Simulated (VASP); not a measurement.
A run of VASP 6.6.1:

POSCAR

```
HgTe
1.0
    0.0000000000      3.1929255244      3.1929255244
    3.1929255244      0.0000000000      3.1929255244
    3.1929255244      3.1929255244      0.0000000000
Hg Te
1 1
Direct
    0.0000000000      0.0000000000      0.0000000000
    0.7500000000      0.7500000000      0.7500000000
```

Contents of INCAR.step1:

```
ALGO = Normal
EDIFF = 1E-4
ENCUT = 520
GGA = PE
ISMEAR = -1
LASPH = T
LCHARG = F
LREAL = F
LWAVE = T
NBANDS = 16
NELM = 80
PREC = Accurate
SIGMA = 0.05
```

INCAR.step2

```
ALGO = Normal
EDIFF = 1E-6
ENCUT = 520
ISIF = 2
ISMEAR = -1
ISTART = 1
LASPH = T
LCHARG = F
LMIXTAU = T
LREAL = F
LWAVE = F
METAGGA = R2SCAN
NBANDS = 16
NELM = 80
PREC = Accurate
SIGMA = 0.05
```

KPOINTS

```
k-points
0
Gamma
  7 7 7
```

Potentials or basis: VASP PAW PBE potentials, release 64 (Hg, Te).

The run is started by

```bash
$ cat potpaw_PBE.64/Hg/POTCAR potpaw_PBE.64/Te/POTCAR > POTCAR
$ cp INCAR.step1 INCAR
$ mpirun -np 1 vasp_std > vasp.out
$ cp INCAR.step2 INCAR
$ mpirun -np 1 vasp_std > vasp.out
```

Hardware: 1 thread of Intel Xeon 8259CL (shared host).

Question: How long does it take, and how much memory?

Answer: It took 3.3 min on 1 thread of Intel Xeon 8259CL, on a shared host, peak memory 0.22 GiB. Counts: k points 20.
